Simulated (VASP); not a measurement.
RuSe, 2 atoms in the cell. Symmetry: Pm-3m, No. 221, cubic system. The conventional cell has a = 3.188 Å, b = 3.188 Å, c = 3.188 Å, α = 90.00°, β = 90.00°, γ = 90.00°. Within 3.6 Å of Ru (site symmetry m-3m) lie 8 Se at 2.76 Å and 6 Ru at 3.19 Å. Within 3.6 Å of Se (site symmetry m-3m) lie 8 Ru at 2.76 Å and 6 Se at 3.19 Å. 

```yaml
Program: VASP 6.6.1
Task: single point
Functional: PBE
Potentials_or_basis: VASP PAW PBE potentials, release 64 (Ru_pv, Se)
Cutoff: 520 eV
k_mesh: 6 × 6 × 6
Occupations: gaussian, width 0.05 eV
Spin: collinear spin, ferrimagnetic start
Starting_moments: "[2.36, -0.33] μB"
Hubbard_terms: Ru d U = 6.0 eV
Dipole_correction: no
Further_INCAR_settings: ALGO = Normal; EDIFF = 1e-07; NBANDS = 21
```

Potentials or basis: VASP PAW PBE potentials, release 64 (Ru_pv, Se).

Run with:

```sh
$ cat potpaw_PBE.64/Ru_pv/POTCAR potpaw_PBE.64/Se/POTCAR > POTCAR
$ mpirun -np 1 vasp_std > vasp.out
```

Hardware: 1 thread of Intel(R) Xeon(R) 6975P-C (Granite Rapids), with other jobs on the host.

Problem. Estimate the wall time of this run.

Solution. Run time: 19 s on 1 thread of Intel(R) Xeon(R) 6975P-C (Granite Rapids), on a shared host, peak memory 0.16 GiB. Counts: scf iterations 25, k points 20.
